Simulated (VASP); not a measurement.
A run of VASP 6.6.1 is set up as follows.

Contents of POSCAR:

```
CO2
1.0
   -1.9539832811      1.9539832811      2.9684772081
    1.9539832811     -1.9539832811      2.9684772081
    1.9539832811      1.9539832811     -2.9684772081
C O
2 4
Direct
    0.0000000000      0.0000000000      0.0000000000
    0.7500000000      0.2500000000      0.5000000000
    0.3750000000      0.2924682425      0.4174682425
    0.7075317575      0.1250000000      0.0825317575
    0.8750000000      0.9575317575      0.5825317575
    0.0424682425      0.6250000000      0.9174682425
```

The input INCAR.step1:

```
PREC = Accurate
ENCUT = 520
ISMEAR = 0
SIGMA = 0.1
LREAL = False
LASPH = True
NELM = 100
NBANDS = 25
GGA = PE
ALGO = Normal
EDIFF = 1E-4
LWAVE = True
LCHARG = False
```

File INCAR.step2:

```
PREC = Accurate
ENCUT = 520
EDIFF = 1E-7
ISMEAR = 0
SIGMA = 0.1
LREAL = False
LASPH = True
NELM = 100
ALGO = Normal
ISIF = 2
LWAVE = False
LCHARG = False
METAGGA = R2SCAN
LMIXTAU = True
NBANDS = 25
ISTART = 1
```

KPOINTS

```
regular mesh
0
Gamma
  8 8 8
```

Potentials or basis: VASP PAW PBE potentials, release 64 (C, O).

Run with:

```sh
$ cat potpaw_PBE.64/C/POTCAR potpaw_PBE.64/O/POTCAR > POTCAR
$ cp INCAR.step1 INCAR
$ mpirun -np 1 vasp_std > vasp.out
$ cp INCAR.step2 INCAR
$ mpirun -np 1 vasp_std > vasp.out
```

(1) Estimate the largest force.

(2) Predict the band gap on the k mesh.

(3) Estimate the pressure.

## Answers

(1) 0.130 eV/Å.

(2) 8.48 eV, indirect (least direct gap 8.88 eV).

(3) 2.3 GPa.

Caveat: the PAW data sets were made with another functional, which shifts forces and pressure a little.
